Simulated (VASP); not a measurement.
# Si: single point with PBE

Si:

```xyz
2
Lattice="0.0000 2.8552 2.7221 2.8552 0.0000 2.7221 2.8552 2.8552 0.0000" Properties=species:S:1:pos:R:3 pbc="T T T"
Si    0.0000    0.0000    0.0000
Si    1.4276    1.4276    1.3611
```

This cell differs from its parent crystal: biaxial xy strain +4.9%.

```json
{
  "Program": "VASP 6.6.1",
  "Task": "single point",
  "Functional": "PBE",
  "Potentials or basis": "VASP PAW PBE potentials, release 64 (Si)",
  "Cutoff": "520 eV",
  "k mesh": "8 × 8 × 8",
  "Occupations": "fermi-dirac, width 0.02 eV",
  "Spin": "no spin polarisation"
}
```

```yaml
Pressure: -6.1 GPa
Band_gap_on_the_k_mesh: 0.30 eV, indirect (least direct gap 2.00 eV)
```

Stress tensor (GPa, compression positive):
```
-7.53  0.00  0.00
 0.00 -7.53  0.00
 0.00  0.00 -3.36
```

Levels at points of the mesh, in eV from the valence-band top:
| k point | band 2 | band 3 | band 4 | band 5 | band 6 | band 7 |
| --- | --- | --- | --- | --- | --- | --- |
| (0.00, 0.00, 0.00) | -0.30 | -0.30 | 0.00 | 2.00 | 2.20 | 2.38 |
| (0.50, 0.00, 0.00) | -6.72 | -1.51 | -1.11 | 0.92 | 3.01 | 3.38 |
| (0.50, 0.50, 0.00) | -7.54 | -3.00 | -3.00 | 0.46 | 0.46 | 9.02 |
| (0.50, 0.00, 0.50) | -7.78 | -2.67 | -2.67 | 0.81 | 0.81 | 8.86 |

Wall time 20 s on 1 thread of Intel(R) Xeon(R) Platinum 8488C (Sapphire Rapids), with other jobs on the host, peak memory 0.16 GiB.

Caveat: the cell differs from its parent crystal (biaxial xy strain +4.9%). A k mesh can miss the band edges.
